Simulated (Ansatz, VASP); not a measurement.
**One calculation of BAs, two programs**

Contents of POSCAR:

```
BAs
1.0
    0.0000000000      2.3799082694      2.3799082694
    2.3799082694      0.0000000000      2.3799082694
    2.3799082694      2.3799082694      0.0000000000
B As
1 1
Direct
    0.0000000000      0.0000000000      0.0000000000
    0.2500000000      0.2500000000      0.2500000000
```

Contents of INCAR.step1:

```
SYSTEM = BAs
  PREC = Accurate
  ENCUT = 520
  ISMEAR = 0
  SIGMA = 0.01
  LREAL = .False.
  LASPH = .True.
  NELM = 100
  NBANDS = 11
  GGA = PE
  ALGO = Normal
  EDIFF = 1E-4
  LWAVE = .True.
  LCHARG = .False.
```

File INCAR.step2:

```
SYSTEM = BAs
  PREC = Accurate
  ENCUT = 520
  EDIFF = 1E-6
  ISMEAR = 0
  SIGMA = 0.01
  LREAL = .False.
  LASPH = .True.
  NELM = 100
  ALGO = Normal
  ISIF = 2
  LWAVE = .False.
  LCHARG = .False.
  METAGGA = R2SCAN
  LMIXTAU = .True.
  NBANDS = 11
  ISTART = 1
```

Contents of KPOINTS:

```
regular mesh
0
Gamma
  10 10 10
  0 0 0
```

Input for Ansatz:

```yaml
crystal:
  lattice:
    - [0.0, 2.3799082694, 2.3799082694]
    - [2.3799082694, 0.0, 2.3799082694]
    - [2.3799082694, 2.3799082694, 0.0]
  atoms:
    - { symbol: B, position: [0.0, 0.0, 0.0] }
    - { symbol: As, position: [0.25, 0.25, 0.25] }
kpoints:
  mp_grid: { grid: [10, 10, 10] }
  band_path:
    path:
      - [0.0, 0.0, 0.0]
      - [-0.5, -0.5, 0.0]
      - [-0.375, -0.375, 0.25]
      - [-0.375, 0.0, 0.375]
      - [0.0, 0.0, 0.5]
      - [-0.5, -0.25, 0.25]
      - [0.0, 0.398437, 0.398438]
    npoints: 1
hamiltonian:
  xc: r2scan
scf:
  occupations: { method: fixed }
  n_extra_bands: 4
output:
  forces: true
  stress: true
  eigenvalues: true
  write_density: true
  write_potential: true
  elf: true
  volumetric_format: npy
```

Change from the starting cell: hydrostatic strain -0.5%.

Alike in both runs: task single point; functional r2SCAN; k mesh 10 × 10 × 10; no spin polarisation.

```csv
,VASP,Ansatz
version,VASP 6.6.1,Ansatz 0.2.0
potentials or method,"VASP PAW PBE potentials, release 64 (B, As)","plane waves, PAW"
plane-wave cutoff (eV),520,500
occupations,"gaussian, width 0.01 eV",fixed
valence electrons in the cell,8,18
```

```csv
,VASP,Ansatz,Ansatz less VASP
gap on the k mesh at the Fermi level (eV),1.36,1.36,+0.001
pressure (GPa),2.5,2.2,-0.28
```

VASP's potentials were made for PBE, not for r2SCAN. VASP's potentials hold 8 valence electrons a cell and Ansatz's 18, so a difference there can come from the potentials and not from the codes.
